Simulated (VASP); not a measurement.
Input of a VASP 6.6.1 run:

The input INCAR:

```
ALGO = Normal
EDIFF = 1E-6
ENCUT = 520
GGA = PS
ISIF = 2
ISMEAR = 0
LASPH = True
LCHARG = False
LREAL = False
LWAVE = False
NBANDS = 27
NELM = 60
PREC = Accurate
SIGMA = 0.02
```

File KPOINTS:

```
k-points
0
Gamma
  6 6 6
```

Contents of POSCAR:

```
Se
1.0
    5.3514623784      3.0896682447      1.5222232982
   -5.3514623784      3.0896682447      1.5222232982
    0.0000000000     -6.1793364895      1.5222232981
Se
6
Direct
    0.3025245754      0.1671748817      0.9090848791
    0.9090848791      0.3025245754      0.1671748817
    0.1671748817      0.9090848791      0.3025245754
    0.6974754246      0.8328251183      0.0909151209
    0.0909151209      0.6974754246      0.8328251183
    0.8328251183      0.0909151209      0.6974754246
```

Potentials or basis: VASP PAW PBE potentials, release 64 (Se).

The run is started by

```console
$ cat potpaw_PBE.64/Se/POTCAR > POTCAR
$ mpirun -np 1 vasp_std > vasp.out
```

Estimate the largest force.

0.032 eV/Å.

Estimate the band gap on the k mesh.

0.98 eV (least direct gap 1.10 eV).

Estimate the pressure.

0.2 GPa.

Forces on the atoms (eV/Å):
```
Se   0.004  0.020  0.024
Se  -0.019 -0.007  0.024
Se   0.016 -0.013  0.024
Se  -0.004 -0.020 -0.024
Se   0.019  0.007 -0.024
Se  -0.016  0.013 -0.024
```

Caveat: this functional lacks dispersion, which holds the molecules together, so the pressure and a relaxed volume are unreliable; the PAW data sets were made with another functional, which shifts forces and pressure a little. A k mesh can miss the band edges.
